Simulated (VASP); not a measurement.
# Pb (Fm-3m) in VASP: notebook

The runs below take Pb through single point, with LDA, PBEsol, PBE.

Everything below comes from runs of VASP 6.6.1. Logs are shortened: lines on timing, memory, paths and dates and some standing lists are left out, and cuts for length are marked.

## 1. The cell of the first run

Symmetry: Fm-3m, No. 225, cubic system. The conventional cell has a = 4.873 Å, b = 4.873 Å, c = 4.873 Å, α = 90.00°, β = 90.00°, γ = 90.00°. Within 4.5 Å of Pb (site symmetry m-3m) lie 12 Pb at 3.45 Å.

## 2. Single point, LDA (28.93 Å³/atom)

INCAR reads:

```
SYSTEM = Pb
ALGO     = Normal         ! electronic algorithm
EDIFF    = 1E-6           ! SCF threshold, eV
ENCUT    = 520            ! plane-wave cutoff, eV
GGA      = CA             ! functional
ISIF     = 2              ! what is computed and relaxed
ISMEAR   = -1             ! smearing method
LASPH    = .TRUE.         ! aspherical terms in the spheres
LCHARG   = .FALSE.        ! write CHGCAR
LREAL    = .FALSE.        ! projectors in reciprocal space
LWAVE    = .FALSE.        ! write WAVECAR
NBANDS   = 13             ! bands
NELM     = 80             ! most SCF steps
PREC     = Accurate       ! precision mode
SIGMA    = 0.08           ! smearing width, eV
```

KPOINTS reads:

```
k-points
0
G
  13 13 13
  0 0 0
```

POSCAR reads:

```
Pb
1.0
    0.0000000000      2.4364202325      2.4364202325
    2.4364202325      0.0000000000      2.4364202325
    2.4364202325      2.4364202325      0.0000000000
Pb
1
Direct
    0.0000000000      0.0000000000      0.0000000000
```

Potentials or basis: VASP PAW LDA potentials, release 64 (Pb_d).

On the command line:

```console
$ cat potpaw_LDA.64/Pb_d/POTCAR > POTCAR
$ mpirun -np 1 vasp_std > vasp.out
```

OUTCAR:

```text
SYSTEM = Pb
   EDIFF = 1E-6
   ENCUT = 520
   GGA = CA
   ISIF = 2
   ISMEAR = -1
   LASPH = .TRUE.
   LREAL = .FALSE.
   NELM = 80
   PREC = Accurate

 ion  position               nearest neighbor table
   1  0.000  0.000  0.000-

  LATTYP: Found a face centered cubic cell.
 ALAT       =     4.8728404650

  Lattice vectors:

 A1 = (   0.0000000000,   2.4364202325,   2.4364202325)
 A2 = (   2.4364202325,   0.0000000000,   2.4364202325)
 A3 = (   2.4364202325,   2.4364202325,   0.0000000000)

Analysis of symmetry for initial positions (statically):
=====================================================================
 Subroutine PRICEL returns:
 Original cell was already a primitive cell.

 Routine SETGRP: Setting up the symmetry group for a
 face centered cubic supercell.

 Subroutine GETGRP returns: Found 48 space group operations
 (whereof 48 operations were pure point group operations)
 out of a pool of 48 trial point group operations.

The static configuration has the point symmetry O_h .

Analysis of symmetry for dynamics (positions and initial velocities):
=====================================================================
 Subroutine PRICEL returns:
 Original cell was already a primitive cell.

 Routine SETGRP: Setting up the symmetry group for a
 face centered cubic supercell.

 Subroutine GETGRP returns: Found 48 space group operations
 (whereof 48 operations were pure point group operations)
 out of a pool of 48 trial point group operations.

The dynamic configuration has the point symmetry O_h .

 Subroutine INISYM returns: Found 48 space group operations
 (whereof 48 operations are pure point group operations),
 and found     1 'primitive' translations

----------------------------------------------------------------------------------------

                                     Primitive cell

  volume of cell :      28.9259

  direct lattice vectors                    reciprocal lattice vectors
     0.000000000  2.436420233  2.436420233    -0.205219113  0.205219113  0.205219113
     2.436420233  0.000000000  2.436420233     0.205219113 -0.205219113  0.205219113
     2.436420233  2.436420233  0.000000000     0.205219113  0.205219113 -0.205219113

  length of vectors
     3.445618536  3.445618536  3.445618536     0.355449931  0.355449931  0.355449931

  position of ions in fractional coordinates (direct lattice)
     0.000000000  0.000000000  0.000000000

  ion indices of the primitive-cell ions
   primitive index   ion index
                 1           1

----------------------------------------------------------------------------------------

 KPOINTS: k-points

Automatic generation of k-mesh.
 Grid dimensions read from file:
 generate k-points for:   13   13   13

 Generating k-lattice:

  Cartesian coordinates                     Fractional coordinates (reciprocal lattice)
    -0.015786086  0.015786086  0.015786086     0.076923077  0.000000000  0.000000000
     0.015786086 -0.015786086  0.015786086     0.000000000  0.076923077  0.000000000
     0.015786086  0.015786086 -0.015786086     0.000000000  0.000000000  0.076923077

  Length of vectors
     0.027342302  0.027342302  0.027342302

  Shift w.r.t. Gamma in fractional coordinates (k-lattice)
     0.000000000  0.000000000  0.000000000

 Subroutine IBZKPT returns following result:
 ===========================================

 Found     84 irreducible k-points:

 Following reciprocal coordinates:
            Coordinates               Weight
  0.000000  0.000000  0.000000      1.000000
  0.076923  0.000000  0.000000      8.000000
  0.153846  0.000000  0.000000      8.000000
  0.230769  0.000000  0.000000      8.000000
  0.307692  0.000000  0.000000      8.000000
  0.384615  0.000000  0.000000      8.000000
[... 16 lines left out ...]
  0.384615  0.153846  0.000000     24.000000
  0.461538  0.153846  0.000000     24.000000
 [... further k-points ...]
   k-points           NKPTS =     84   k-points in BZ     NKDIM =     84   number of bands    NBANDS=     13
   number of dos      NEDOS =    301   number of ions     NIONS =      1
   total plane-waves  NPLWV =  21952
   dimension x,y,z NGX =    28 NGY =   28 NGZ =   28
   dimension x,y,z NGXF=    56 NGYF=   56 NGZF=   56
   ions per type =               1
   NGX,Y,Z   is equivalent  to a cutoff of  13.51, 13.51, 13.51 a.u.
   NGXF,Y,Z  is equivalent  to a cutoff of  27.02, 27.02, 27.02 a.u.
 SYSTEM =  Pb
   PREC   = accura    normal or accurate (medium, high low for compatibility)
   ISTART =      0    job   : 0-new  1-cont  2-samecut
   ICHARG =      2    charge: 1-file 2-atom 10-const
   ISPIN  =      1    spin polarized calculation?
   LNONCOLLINEAR =      F non collinear calculations
   LSORBIT =      F    spin-orbit coupling
   LASPH  =      T    aspherical Exc in radial PAW
   ENCUT  =  520.0 eV  38.22 Ry    6.18 a.u.   6.41  6.41  6.41*2*pi/ulx,y,z
   NELM   =     80;   NELMIN=  2; NELMDL= -5     # of ELM steps
   EDIFF  = 0.1E-05   stopping-criterion for ELM
   LREAL  =      F    real-space projection
   EDIFFG = 0.1E-04   stopping-criterion for IOM
   NSW    =      0    number of steps for IOM
   IBRION =     -1    ionic relax: 0-MD 1-quasi-New 2-CG
   NFREE  =      0    steps in history (QN), initial steepest desc. (CG)
   ISIF   =      2    stress and relaxation
   ISYM   =      2    0-nonsym 1-usesym 2-fastsym
   POTIM  = 0.5000    time-step for ionic-motion
   TEBEG  =    0.0;   TEEND  =   0.0 temperature during run
   PSTRESS=    0.0 pullay stress
   NELECT =      14.0000    total number of electrons
   NUPDOWN=      -1.0000    fix difference up-down
   EMIN   =  10.00;   EMAX   =-10.00  energy-range for DOS
   EFERMI =   0.00;   METHOD = LEGACY
   ISMEAR =    -1;   SIGMA  =   0.08  broadening in eV -4-tet -1-fermi 0-gaus
   EFERMI_NEDOS =   21; number of points for ismear=-14 and -15
   IALGO  =     38    algorithm
   IMIX   =      4    mixing-type and parameters
     AMIX     =   0.40;   BMIX     =  1.00
     AMIX_MAG =   1.60;   BMIX_MAG =  1.00
  volume/ion in A,a.u.               =      28.93       195.20
  Fermi-wavevector in a.u.,A,eV,Ry     =   1.285352  2.428963 22.478580  1.652129
  Thomas-Fermi vector in A             =   2.417491
   LORBIT       =      0    0 simple, 1 ext, 2 COOP (PROOUT), +10 PAW based schemes
   GGA     = CA    functional components
   LHFCALC =     F    Hartree Fock is set to
   AEXX    =    0.0000 exact exchange contribution
   IVDW    =     0    specifies the selected vdW correction
   LEPSILON=     F    determine dielectric tensor
   LRPA    =     F    only Hartree local field effects (RPA)
 non-spin polarized calculation
  energy-cutoff  :      520.00
  volume of cell :       28.93
 maximum number of plane-waves:       794
 NGX is ok and might be reduce to    28
   NGX = 13   NGY = 13   NGZ = 13

 number of electron      13.9999999 magnetization

 Free energy of the ion-electron system (eV)
  ---------------------------------------------------
  ext. energy  EPLUGINS =         0.00000000
  ---------------------------------------------------
  free energy    TOTEN  =        -4.25724137 eV

  energy without entropy =       -4.24601157  energy(sigma->0) =       -4.25162647

 E-fermi :   7.6395     XC(G=0): -10.6823

 val. band max:        7.5425061433   @ k =  -0.3846   0.3077   0.0769
 cond. band min:       7.6488664998   @ k =  -0.2308   0.1538   0.0000
 fundamental gap:      0.1063603565
 Fermi energy:         7.6394903021

 k-point     1 :       0.0000    0.0000    0.0000
  band No.  band energies     occupation
      1      -9.4956      2.00000
      2      -9.4956      2.00000
      3      -9.4956      2.00000
      4      -9.3312      2.00000
      5      -9.3312      2.00000
      6      -4.5436      2.00000
      7      15.2776      0.00000
      8      15.2776      0.00000
      9      15.2776      0.00000
     10      17.4027      0.00000
     11      19.6259      0.00000
     12      20.4220      0.00000
     13      20.4220      0.00000

 k-point     2 :       0.0769    0.0000    0.0000
  band No.  band energies     occupation
      1      -9.4962      2.00000
      2      -9.4858      2.00000
      3      -9.4858      2.00000
      4      -9.3320      2.00000
      5      -9.3320      2.00000
      6      -4.4240      2.00000
      7      13.8990      0.00000
      8      15.1299      0.00000
      9      15.1299      0.00000
     10      17.1943      0.00000
     11      20.1192      0.00000
     12      20.6823      0.00000
     13      20.6823      0.00000

 k-point     3 :       0.1538    0.0000    0.0000
  band No.  band energies     occupation
      1      -9.4990      2.00000
      2      -9.4645      2.00000
      3      -9.4645      2.00000
      4      -9.3277      2.00000
      5      -9.3277      2.00000
      6      -4.0644      2.00000
      7      11.4504      0.00000
      8      14.7609      0.00000
      9      14.7609      0.00000
     10      16.9713      0.00000
     11      20.5457      0.00000
     12      21.1683      0.00000
     13      21.1746      0.00000

 k-point     4 :       0.2308    0.0000    0.0000
  band No.  band energies     occupation
      1      -9.5062      2.00000
      2      -9.4537      2.00000
      3      -9.4537      2.00000
      4      -9.3016      2.00000
      5      -9.3016      2.00000
      6      -3.4655      2.00000
      7       8.9718      0.00000
      8      14.3054      0.00000
      9      14.3054      0.00000
     10      16.8154      0.00000
     11      19.5778      0.00000
     12      20.4074      0.00000
     13      20.4074      0.00000

 k-point     5 :       0.3077    0.0000    0.0000
  band No.  band energies     occupation
      1      -9.5175      2.00000
      2      -9.4609      2.00000
      3      -9.4609      2.00000
      4      -9.2543      2.00000
      5      -9.2543      2.00000
      6      -2.6437      2.00000
      7       6.6810      1.99999
      8      13.8720      0.00000
      9      13.8720      0.00000
     10      16.7491      0.00000
     11      18.6843      0.00000
     12      19.7619      0.00000
     13      19.7619      0.00000
[... 257 lines left out ...]
 k-point    22 :       0.3077    0.1538    0.0000
  band No.  band energies     occupation
      1      -9.5502      2.00000
      2      -9.4342      2.00000
      3      -9.3882      2.00000
      4      -9.3381      2.00000
      5      -9.2378      2.00000
      6      -2.7960      2.00000
      7       8.3871      0.00017
      8      12.2201      0.00000
      9      12.3871      0.00000
     10      15.8981      0.00000
     11      17.9214      0.00000
     12      21.9855      0.00000
     13      22.3502      0.00000

 k-point    23 :       0.3846    0.1538    0.0000
  band No.  band energies     occupation
      1      -9.5450      2.00000
      2      -9.4497      2.00000
      3      -9.3982      2.00000
      4      -9.3016      2.00000
      5      -9.1957      2.00000
      6      -1.9259      2.00000
      7       6.2970      2.00000
      8      11.6378      0.00000
      9      12.0086      0.00000
     10      15.5319      0.00000
     11      19.4452      0.00000
     12      21.2912      0.00000
     13      21.6656      0.00000

 k-point    24 :       0.4615    0.1538    0.0000
  band No.  band energies     occupation
      1      -9.5384      2.00000
      2      -9.4580      2.00000
      3      -9.4116      2.00000
      4      -9.2672      2.00000
      5      -9.1728      2.00000
      6      -0.9703      2.00000
      7       4.5658      2.00000
      8      10.9452      0.00000
      9      12.0420      0.00000
     10      15.4171      0.00000
     11      20.2279      0.00000
     12      21.0451      0.00000
     13      21.6390      0.00000

 [... further k-points ...]

------------------------ aborting loop because EDIFF is reached ----------------------------------------

  FORCE on cell =-STRESS in cart. coord.  units (eV):
  Direction    XX          YY          ZZ          XY          YZ          ZX
  --------------------------------------------------------------------------------------
  -------------------------------------------------------------------------------------
  Total        0.0527344      0.0527344      0.0527344      0.0000000     -0.0000000     -0.0000000
  in kB        2.9209093      2.9209093      2.9209093      0.0000000     -0.0000000     -0.0000000
  external PRESSURE =       2.9209093 kB  Pullay stress =       0.0000000 kB

 VOLUME and BASIS-vectors are now :
 -----------------------------------------------------------------------------
  energy-cutoff  :      520.00
  volume of cell :       28.93
      direct lattice vectors                 reciprocal lattice vectors
     0.000000000  2.436420233  2.436420233    -0.205219113  0.205219113  0.205219113
     2.436420233  0.000000000  2.436420233     0.205219113 -0.205219113  0.205219113
     2.436420233  2.436420233  0.000000000     0.205219113  0.205219113 -0.205219113

 POSITION                                       TOTAL-FORCE (eV/Angst)
 -----------------------------------------------------------------------------------
      0.00000      0.00000      0.00000        -0.000000      0.000000     -0.000000
 -----------------------------------------------------------------------------------
    total drift:                               -0.000000     -0.000000     -0.000000

  FREE ENERGIE OF THE ION-ELECTRON SYSTEM (eV)
  ---------------------------------------------------
  free  energy   TOTEN  =        -4.2572413746 eV

  energy  without entropy=       -4.2460115674  energy(sigma->0) =       -4.25162647
```

Run time: 10 s. Hardware: 1 thread of Intel Xeon 6975P-C (Granite Rapids), shared host; peak memory 0.16 GiB.

Results:

```
Free energy            : -4.2572 eV
Pressure               : 0.3 GPa
Band gap on the k mesh : zero (bands 7 and 8 overlap by 9.48 eV)
```

Levels at points of the mesh, in eV from the Fermi level:
```tsv
k point	band 5	band 6	band 7	band 8	band 9	band 10
(0.00, 0.00, 0.00)	-16.97	-12.18	7.64	7.64	7.64	9.76
```

Caveat: spin-orbit coupling is left out, which moves the levels of the heavy elements.

(Continued in part 2 of 2.)
